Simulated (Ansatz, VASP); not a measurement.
# One calculation of Be3ZnSe4, two programs

```
Be Zn Se
1.0
     5.31996    0.00000    0.00000
     0.00000    5.31996    0.00000
     0.00000    0.00000    5.31996
Be Zn Se
3 1 4
Direct
  0.50000 0.00000 0.50000
  0.50000 0.50000 0.00000
  0.00000 0.50000 0.50000
  0.00000 0.00000 0.00000
  0.26277 0.73723 0.73723
  0.26277 0.26277 0.26277
  0.73723 0.73723 0.26277
  0.73723 0.26277 0.73723
```

Alike in both runs: functional PBE; k mesh 4 × 4 × 4; occupations gaussian, width 0.1 eV; no spin polarisation.

Ansatz relaxed the structure, and its values are those at the end. VASP's run is a single point on that final structure, the one shown.

|  | VASP | Ansatz |
| --- | --- | --- |
| version | VASP 6.6.1 | Ansatz 0.2.0 |
| potentials or method | VASP PAW PBE potentials, release 64 (Be, Zn, Se), cutoff 600 eV | scalar-relativistic, plane waves, PAW |
| valence electrons in the cell | 42 | 82 |

VASP gave:

* gap on the k mesh at the Fermi level (eV): 2.75
* least direct gap on the mesh (eV): 2.75
* pressure (GPa): 0.2
* rms of the force components (eV/Å): 0.007

Task: Which values does Ansatz return?

Result: gap on the k mesh at the Fermi level (eV): 2.75; least direct gap on the mesh (eV): 2.75; pressure (GPa): 0.0; rms of the force components (eV/Å): 0.002.

VASP's potentials hold 42 valence electrons a cell and Ansatz's 82, so a difference there can come from the potentials and not from the codes.
